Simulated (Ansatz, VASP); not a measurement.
## One calculation of K2TiF6, two programs

```
K Ti F
1.0
     5.54246    0.00000    0.00000
    -2.77123    4.79991    0.00000
     0.00000    0.00000    4.44508
K Ti F
2 1 6
Direct
  0.33333 0.66667 0.70437
  0.66667 0.33333 0.29563
  0.00000 0.00000 0.00000
  0.16070 0.83930 0.23171
  0.16070 0.32140 0.23171
  0.67860 0.83930 0.23171
  0.83930 0.16070 0.76829
  0.32140 0.16070 0.76829
  0.83930 0.67860 0.76829
```

Alike in both runs: functional LDA; k mesh 6 × 6 × 6; occupations gaussian, width 0.02 eV; no spin polarisation.

Ansatz relaxed the structure, and its values are those at the end. VASP's run is a single point on that final structure, the one shown.

|  | VASP | Ansatz |
| --- | --- | --- |
| version | VASP 6.6.1 | Ansatz 0.2.0 |
| potentials or method | VASP PAW LDA potentials, release 64 (K_sv, Ti_sv, F), cutoff 520 eV | scalar-relativistic, plane waves, PAW |
| valence electrons in the cell | 72 | 72 |

```csv
,VASP,Ansatz,Ansatz less VASP
gap on the k mesh at the Fermi level (eV),5.01,5.05,+0.039
least direct gap on the mesh (eV),5.01,5.05,+0.039
pressure (GPa),0.7,0.0,-0.67
rms of the force components (eV/Å),0.069,0.001,-0.0681
```

LDA's correlation is that of Perdew and Zunger in VASP and of Perdew and Wang (1992) in Ansatz.
